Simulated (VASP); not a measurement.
Wanted: the native input for a VASP 6.6.1 run.

```yaml
Task: single point
Functional: PBEsol
Potentials_or_basis: VASP PAW PBE potentials, release 64 (Te, Sn_d)
Cutoff: 520 eV
k_mesh: 6 × 6 × 6
Occupations: fermi-dirac, width 0.05 eV
Spin: no spin polarisation
Dipole_correction: no
Further_INCAR_settings: ALGO = Fast; EDIFF = 1e-06; NBANDS = 32
```

The structure of Sn3Te lies in POSCAR:

```
Sn3Te
1.0
    4.6519533422      0.0000000000      0.0000000000
    0.0000000000      4.6519533422      0.0000000000
    0.0000000000      0.0000000000      4.6519533422
Te Sn
1 3
Direct
    0.0000000000      0.0000000000      0.0000000000
    0.0000000000      0.5000000000      0.5000000000
    0.5000000000      0.0000000000      0.5000000000
    0.5000000000      0.5000000000      0.0000000000
```

The input as run:

INCAR

```
SYSTEM = Sn3Te
ALGO = Fast ; EDIFF = 1E-6
ENCUT = 520 ; GGA = PS
ISIF = 2 ; ISMEAR = -1
LASPH = .True. ; LCHARG = .False.
LREAL = .False. ; LWAVE = .False.
NBANDS = 32 ; NELM = 100
PREC = Accurate ; SIGMA = 0.05
```

KPOINTS

```
k-points
0
Gamma
  6 6 6
  0 0 0
```

Potentials or basis: VASP PAW PBE potentials, release 64 (Te, Sn_d).

Command:

```console
$ cat potpaw_PBE.64/Te/POTCAR potpaw_PBE.64/Sn_d/POTCAR > POTCAR
$ mpirun -np 1 vasp_std > vasp.out
```

Results of the run:

The pressure is 4.9 GPa. The band gap on the k mesh is zero (bands 24 and 25 overlap by 4.11 eV).

Caveat: the cell stands under pressure; the PAW data sets were made with another functional, which shifts forces and pressure a little; spin-orbit coupling is left out, which moves the levels of the heavy elements.

Wall time 28 s on 1 thread of Intel(R) Xeon(R) 6975P-C (Granite Rapids), on a shared host, peak memory 0.22 GiB.
